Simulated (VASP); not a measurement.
# MnS (F-43m) in VASP: further runs, part 2 of 3

VASP 6.6.1. Earlier steps stand in the parts before.

### Step 3. Single point, r2SCAN, collinear spin, ferromagnetic start

File POSCAR:

```
MnS
1.0
    0.0000000000      2.8233573086      2.8233573086
    2.8233573086      0.0000000000      2.8233573086
    2.8233573086      2.8233573086      0.0000000000
Mn S
1 1
Direct
    0.0000000000      0.0000000000      0.0000000000
    0.2500000000      0.2500000000      0.2500000000
```

File INCAR.step1:

```
  ALGO = Normal
  EDIFF = 1E-4
  ENCUT = 520
  GGA = PE
  ISMEAR = 0
  ISPIN = 2
  LASPH = T
  LCHARG = F
  LMAXMIX = 4
  LREAL = F
  LWAVE = T
  MAGMOM = 4.76 0.12
  NBANDS = 20
  NELM = 150
  PREC = Accurate
  SIGMA = 0.02
```

File INCAR.step2:

```
  ALGO = Normal
  EDIFF = 1E-6
  ENCUT = 520
  ISIF = 2
  ISMEAR = 0
  ISPIN = 2
  ISTART = 1
  LASPH = T
  LCHARG = F
  LMAXMIX = 4
  LMIXTAU = T
  LORBIT = 11
  LREAL = F
  LWAVE = F
  MAGMOM = 4.76 0.12
  METAGGA = R2SCAN
  NBANDS = 20
  NELM = 150
  PREC = Accurate
  SIGMA = 0.02
```

File KPOINTS:

```
k-points
0
Gamma
  12 12 12
```

Potentials or basis: VASP PAW PBE potentials, release 64 (Mn_pv, S).

Run with:

```bash
> cat potpaw_PBE.64/Mn_pv/POTCAR potpaw_PBE.64/S/POTCAR > POTCAR
> cp INCAR.step1 INCAR
> mpirun -np 1 vasp_std > vasp.out
> cp INCAR.step2 INCAR
> mpirun -np 1 vasp_std > vasp.out
```

OUTCAR:

```text
EDIFF = 1E-6
   ENCUT = 520
   ISIF = 2
   ISMEAR = 0
   ISPIN = 2
   ISTART = 1
   LASPH = T
   LORBIT = 11
   LREAL = F
   METAGGA = R2SCAN
   NELM = 150
   PREC = Accurate

 ion  position               nearest neighbor table
   1  0.000  0.000  0.000-   2 2.45   2 2.45   2 2.45   2 2.45
   2  0.250  0.250  0.250-   1 2.45   1 2.45   1 2.45   1 2.45

  LATTYP: Found a face centered cubic cell.
 ALAT       =     5.6467146172

  Lattice vectors:

 A1 = (   0.0000000000,   2.8233573086,   2.8233573086)
 A2 = (   2.8233573086,   0.0000000000,   2.8233573086)
 A3 = (   2.8233573086,   2.8233573086,   0.0000000000)

Analysis of symmetry for initial positions (statically):
=====================================================================
 Subroutine PRICEL returns:
 Original cell was already a primitive cell.

 Routine SETGRP: Setting up the symmetry group for a
[... 750 lines left out ...]
      1     -42.7714      1.00000
      2     -42.7713      1.00000
      3     -42.7713      1.00000
      4      -9.8796      1.00000
      5       0.9537      1.00000
      6       0.9537      1.00000
[... 541 lines left out ...]
     19      17.8400      0.00000
     20      19.6586      0.00000

 [... further k-points ...]

------------------------ aborting loop because EDIFF is reached ----------------------------------------

  FORCE on cell =-STRESS in cart. coord.  units (eV):
  Direction    XX          YY          ZZ          XY          YZ          ZX
  --------------------------------------------------------------------------------------
  -------------------------------------------------------------------------------------
  Total        0.0184096      0.0184096      0.0184096      0.0000000      0.0000000      0.0000000
  in kB        0.6552795      0.6552795      0.6552795      0.0000000      0.0000000      0.0000000
  external PRESSURE =       0.6552795 kB  Pullay stress =       0.0000000 kB

 VOLUME and BASIS-vectors are now :
 -----------------------------------------------------------------------------
  energy-cutoff  :      520.00
  volume of cell :       45.01
      direct lattice vectors                 reciprocal lattice vectors
     0.000000000  2.823357309  2.823357309    -0.177094128  0.177094128  0.177094128
     2.823357309  0.000000000  2.823357309     0.177094128 -0.177094128  0.177094128
     2.823357309  2.823357309  0.000000000     0.177094128  0.177094128 -0.177094128

 POSITION                                       TOTAL-FORCE (eV/Angst)
 -----------------------------------------------------------------------------------
      0.00000      0.00000      0.00000         0.000000      0.000000      0.000000
      1.41168      1.41168      1.41168        -0.000000     -0.000000     -0.000000
 -----------------------------------------------------------------------------------
    total drift:                                0.000009      0.000009      0.000009

  FREE ENERGIE OF THE ION-ELECTRON SYSTEM (eV)
  ---------------------------------------------------
  free  energy   TOTEN  =       -24.8806310659 eV

  energy  without entropy=      -24.8806310659  energy(sigma->0) =      -24.88063107

 total charge

# of ion       s       p       d       tot
------------------------------------------
    1        0.266   6.202   4.872  11.340
    2        1.302   2.487   0.000   3.789
--------------------------------------------------
tot          1.568   8.689   4.872  15.129

 magnetization (x)

# of ion       s       p       d       tot
------------------------------------------
    1        0.048   0.061   4.366   4.476
    2        0.013   0.059   0.000   0.072
--------------------------------------------------
tot          0.061   0.120   4.366   4.548
```

OSZICAR.step1:

```text
N       E                     dE             d eps       ncg     rms          rms(c)
DAV:   1     0.150228731339E+03    0.15023E+03   -0.10229E+04  5880   0.927E+02
DAV:   2    -0.696742530702E+01   -0.15720E+03   -0.14772E+03  6000   0.270E+02
DAV:   3    -0.152055965333E+02   -0.82382E+01   -0.81460E+01  6644   0.676E+01
DAV:   4    -0.153155709050E+02   -0.10997E+00   -0.10991E+00  6552   0.802E+00
DAV:   5    -0.153175067308E+02   -0.19358E-02   -0.19358E-02  6568   0.112E+00    0.104E+01
DAV:   6    -0.140297251738E+02    0.12878E+01   -0.49012E+00  6760   0.255E+01    0.963E+00
DAV:   7    -0.140766732162E+02   -0.46948E-01   -0.67826E-01  6364   0.831E+00    0.612E+00
DAV:   8    -0.140875157144E+02   -0.10842E-01   -0.39548E-02  6560   0.170E+00    0.315E+00
DAV:   9    -0.140842932530E+02    0.32225E-02   -0.10874E-02  6088   0.100E+00    0.248E-01
DAV:  10    -0.140849650227E+02   -0.67177E-03   -0.25102E-03  6268   0.346E-01    0.165E-01
DAV:  11    -0.140851871094E+02   -0.22209E-03   -0.22047E-04  6520   0.122E-01    0.123E-01
DAV:  12    -0.140852976499E+02   -0.11054E-03   -0.98405E-05  5836   0.722E-02    0.881E-02
DAV:  13    -0.140853164537E+02   -0.18804E-04   -0.29552E-05  4064   0.351E-02
   1 F= -.14085316E+02 E0= -.14085205E+02  d E =-.223103E-03  mag=     4.9834
```

Wall time 3.7 min (1 thread of Intel Xeon 6975P-C (Granite Rapids), shared host); peak memory 0.25 GiB.

Results:

```yaml
Free_energy: -24.8806 eV
Pressure: 0.1 GPa
Band_gap_on_the_k_mesh: 0.73 eV (least direct gap 1.23 eV)
Net_moment: 5.00 μB per cell
Site_moments: Mn +4.48; S +0.07 μB
Valence_electrons_inside_the_program's_atomic_spheres: Mn 11.34; S 3.79
```

Levels at points of the mesh, in eV from the valence-band top:
Spin up:
| k point | band 9 | band 10 | band 11 | band 12 | band 13 | band 14 | band 15 | band 16 |
| --- | --- | --- | --- | --- | --- | --- | --- | --- |
| (0.00, 0.00, 0.00) | -3.64 | 0.00 | 0.00 | 0.00 | 1.23 | 6.22 | 6.22 | 6.22 |
| (0.50, 0.00, 0.00) | -3.55 | -3.35 | -1.00 | -1.00 | 3.21 | 6.59 | 6.59 | 7.18 |
| (0.50, 0.50, 0.00) | -3.45 | -3.06 | -2.43 | -2.43 | 2.93 | 4.52 | 9.49 | 11.19 |
Spin down:
| k point | band 4 | band 5 | band 6 | band 7 | band 8 | band 9 | band 10 | band 11 |
| --- | --- | --- | --- | --- | --- | --- | --- | --- |
| (0.00, 0.00, 0.00) | -13.99 | -3.16 | -3.16 | -3.16 | 1.86 | 1.86 | 2.51 | 3.97 |
| (0.50, 0.00, 0.00) | -13.35 | -5.14 | -3.12 | -3.12 | 1.86 | 2.00 | 2.00 | 2.96 |
| (0.50, 0.50, 0.00) | -13.15 | -5.02 | -3.32 | -3.32 | 0.73 | 1.78 | 2.33 | 2.33 |

Caveat: the PAW data sets were made with another functional, which shifts forces and pressure a little; a cell with one magnetic atom can't hold antiferromagnetic order, which such compounds often take. A k mesh can miss the band edges.

### Step 4. Single point, r2SCAN, collinear spin, ferromagnetic start (23.18 Å³/atom)

This run uses another cell than the first one, of 23.18 Å³/atom.

File POSCAR:

```
MnS
1.0
    0.0000000000      2.8513131594      2.8513131594
    2.8513131594      0.0000000000      2.8513131594
    2.8513131594      2.8513131594      0.0000000000
Mn S
1 1
Direct
    0.0000000000      0.0000000000      0.0000000000
    0.2500000000      0.2500000000      0.2500000000
```

File INCAR.step1:

```
ALGO     = Normal         # electronic algorithm
EDIFF    = 1E-4           # SCF threshold, eV
ENCUT    = 520            # plane-wave cutoff, eV
GGA      = PE             # functional
ISMEAR   = 0              # smearing method
ISPIN    = 2              # spin polarisation
LASPH    = True           # aspherical terms in the spheres
LCHARG   = False          # write CHGCAR
LMAXMIX  = 4              # l up to which the mixer works
LREAL    = False          # projectors in reciprocal space
LWAVE    = True           # write WAVECAR
MAGMOM   = 4.76 0.12      # initial moments
NBANDS   = 20             # bands
NELM     = 150            # most SCF steps
PREC     = Accurate       # precision mode
SIGMA    = 0.02           # smearing width, eV
```

File INCAR.step2:

```
ALGO     = Normal         # electronic algorithm
EDIFF    = 1E-6           # SCF threshold, eV
ENCUT    = 520            # plane-wave cutoff, eV
ISIF     = 2              # what is computed and relaxed
ISMEAR   = 0              # smearing method
ISPIN    = 2              # spin polarisation
ISTART   = 1            
LASPH    = True           # aspherical terms in the spheres
LCHARG   = False          # write CHGCAR
LMAXMIX  = 4              # l up to which the mixer works
LMIXTAU  = True         
LORBIT   = 11             # projections on sites
LREAL    = False          # projectors in reciprocal space
LWAVE    = False          # write WAVECAR
MAGMOM   = 4.76 0.12      # initial moments
METAGGA  = R2SCAN         # meta-GGA
NBANDS   = 20             # bands
NELM     = 150            # most SCF steps
PREC     = Accurate       # precision mode
SIGMA    = 0.02           # smearing width, eV
```

KPOINTS is that of step 3.

Potentials or basis: VASP PAW PBE potentials, release 64 (Mn_pv, S).

Run with:

```bash
> cat potpaw_PBE.64/Mn_pv/POTCAR potpaw_PBE.64/S/POTCAR > POTCAR
> cp INCAR.step1 INCAR
> mpirun -np 1 vasp_std > vasp.out
> cp INCAR.step2 INCAR
> mpirun -np 1 vasp_std > vasp.out
```

OUTCAR:

```text
EDIFF = 1E-6
   ENCUT = 520
   ISIF = 2
   ISMEAR = 0
   ISPIN = 2
   ISTART = 1
   LASPH = True
   LORBIT = 11
   LREAL = False
   METAGGA = R2SCAN
   NELM = 150
   PREC = Accurate

 ion  position               nearest neighbor table
   1  0.000  0.000  0.000-   2 2.47   2 2.47   2 2.47   2 2.47
   2  0.250  0.250  0.250-   1 2.47   1 2.47   1 2.47   1 2.47

  LATTYP: Found a face centered cubic cell.
 ALAT       =     5.7026263188

  Lattice vectors:

 A1 = (   0.0000000000,   2.8513131594,   2.8513131594)
 A2 = (   2.8513131594,   0.0000000000,   2.8513131594)
 A3 = (   2.8513131594,   2.8513131594,   0.0000000000)

Analysis of symmetry for initial positions (statically):
=====================================================================
 Subroutine PRICEL returns:
 Original cell was already a primitive cell.

 Routine SETGRP: Setting up the symmetry group for a
 face centered cubic supercell.

 Subroutine GETGRP returns: Found 24 space group operations
 (whereof 24 operations were pure point group operations)
 out of a pool of 48 trial point group operations.

The static configuration has the point symmetry T_d .

Analysis of symmetry for dynamics (positions and initial velocities):
=====================================================================
 Subroutine PRICEL returns:
 Original cell was already a primitive cell.

 Routine SETGRP: Setting up the symmetry group for a
 face centered cubic supercell.

 Subroutine GETGRP returns: Found 24 space group operations
 (whereof 24 operations were pure point group operations)
 out of a pool of 48 trial point group operations.

The dynamic configuration has the point symmetry T_d .

Analysis of structural, dynamic, and magnetic symmetry:
=====================================================================
 Subroutine PRICEL returns:
 Original cell was already a primitive cell.

 Routine SETGRP: Setting up the symmetry group for a
 face centered cubic supercell.
[... 148 lines left out ...]
  ext. energy  EPLUGINS =         0.00000000
  ---------------------------------------------------
  free energy    TOTEN  =       -24.87273978 eV

  energy without entropy =      -24.87273978  energy(sigma->0) =      -24.87273978

 E-fermi :   3.9605     XC(G=0):  -9.6060

 val. band max:        3.7646384132   @ k =   0.0000   0.0000   0.0000
 cond. band min:       4.6701802258   @ k =   0.5000   0.5000   0.0000
 fundamental gap:      0.9055418126
 Fermi energy:         3.9605349135

 spin component 1

 k-point     1 :       0.0000    0.0000    0.0000
  band No.  band energies     occupation
      1     -49.2596      1.00000
      2     -49.2596      1.00000
      3     -49.2595      1.00000
      4     -10.2954      1.00000
      5      -1.2224      1.00000
      6      -1.2224      1.00000
[... 541 lines left out ...]
     19      16.4188      0.00000
     20      17.9682      0.00000

 [... further k-points ...]

 spin component 2

 k-point     1 :       0.0000    0.0000    0.0000
  band No.  band energies     occupation
      1     -43.0311      1.00000
      2     -43.0310      1.00000
      3     -43.0309      1.00000
      4     -10.0034      1.00000
      5       0.7844      1.00000
      6       0.7844      1.00000
[... 541 lines left out ...]
     19      17.3868      0.00000
     20      19.1377      0.00000

 [... further k-points ...]

------------------------ aborting loop because EDIFF is reached ----------------------------------------

  FORCE on cell =-STRESS in cart. coord.  units (eV):
  Direction    XX          YY          ZZ          XY          YZ          ZX
  --------------------------------------------------------------------------------------
  -------------------------------------------------------------------------------------
  Total       -0.5239187     -0.5239187     -0.5239187     -0.0000000      0.0000000      0.0000000
  in kB      -18.1054671    -18.1054671    -18.1054671     -0.0000000      0.0000000      0.0000000
  external PRESSURE =     -18.1054671 kB  Pullay stress =       0.0000000 kB

 VOLUME and BASIS-vectors are now :
 -----------------------------------------------------------------------------
  energy-cutoff  :      520.00
  volume of cell :       46.36
      direct lattice vectors                 reciprocal lattice vectors
     0.000000000  2.851313159  2.851313159    -0.175357799  0.175357799  0.175357799
     2.851313159  0.000000000  2.851313159     0.175357799 -0.175357799  0.175357799
     2.851313159  2.851313159  0.000000000     0.175357799  0.175357799 -0.175357799

 POSITION                                       TOTAL-FORCE (eV/Angst)
 -----------------------------------------------------------------------------------
      0.00000      0.00000      0.00000        -0.000000     -0.000000     -0.000000
      1.42566      1.42566      1.42566         0.000000      0.000000      0.000000
 -----------------------------------------------------------------------------------
    total drift:                                0.000015      0.000015      0.000015

  FREE ENERGIE OF THE ION-ELECTRON SYSTEM (eV)
  ---------------------------------------------------
  free  energy   TOTEN  =       -24.8727397787 eV

  energy  without entropy=      -24.8727397787  energy(sigma->0) =      -24.87273978

 total charge

# of ion       s       p       d       tot
------------------------------------------
    1        0.259   6.191   4.864  11.314
    2        1.302   2.475   0.000   3.776
--------------------------------------------------
tot          1.561   8.665   4.864  15.090

 magnetization (x)

# of ion       s       p       d       tot
------------------------------------------
    1        0.048   0.058   4.383   4.488
    2        0.013   0.054   0.000   0.067
--------------------------------------------------
tot          0.061   0.112   4.383   4.555
```

OSZICAR.step1:

```text
N       E                     dE             d eps       ncg     rms          rms(c)
DAV:   1     0.150327192446E+03    0.15033E+03   -0.10153E+04  5840   0.920E+02
DAV:   2    -0.680244566795E+01   -0.15713E+03   -0.14788E+03  6052   0.269E+02
DAV:   3    -0.152060604210E+02   -0.84036E+01   -0.83178E+01  6684   0.681E+01
DAV:   4    -0.153191749827E+02   -0.11311E+00   -0.11304E+00  6560   0.815E+00
DAV:   5    -0.153211693085E+02   -0.19943E-02   -0.19943E-02  6640   0.113E+00    0.101E+01
DAV:   6    -0.140175100337E+02    0.13037E+01   -0.48486E+00  6804   0.250E+01    0.946E+00
DAV:   7    -0.140696602756E+02   -0.52150E-01   -0.66146E-01  6356   0.785E+00    0.601E+00
DAV:   8    -0.140818698441E+02   -0.12210E-01   -0.40705E-02  6548   0.178E+00    0.305E+00
DAV:   9    -0.140786722454E+02    0.31976E-02   -0.10318E-02  6084   0.978E-01    0.275E-01
DAV:  10    -0.140794783279E+02   -0.80608E-03   -0.23328E-03  6300   0.330E-01    0.181E-01
DAV:  11    -0.140797297356E+02   -0.25141E-03   -0.16530E-04  6512   0.118E-01    0.120E-01
DAV:  12    -0.140798518690E+02   -0.12213E-03   -0.17580E-04  6100   0.761E-02    0.783E-02
DAV:  13    -0.140798607934E+02   -0.89244E-05   -0.17535E-05  4148   0.300E-02
   1 F= -.14079861E+02 E0= -.14079861E+02  d E =-.111034E-06  mag=     5.0000
```

Wall time 4 min (1 thread of Intel Xeon 6975P-C (Granite Rapids), shared host); peak memory 0.26 GiB.

What came out:

```
Free energy                                           : -24.8727 eV
Pressure                                              : -1.8 GPa
Band gap on the k mesh                                : 0.91 eV (least direct gap 1.21 eV)
Net moment                                            : 5.00 μB per cell
Site moments                                          : Mn +4.49; S +0.07 μB
Valence electrons inside the program's atomic spheres : Mn 11.31; S 3.78
```

Caveat: the PAW data sets were made with another functional, which shifts forces and pressure a little; a cell with one magnetic atom can't hold antiferromagnetic order, which such compounds often take. r2SCAN opens gaps a little over a GGA but as a rule still falls short of measured ones.

(Part 2 of 3 ends here.)
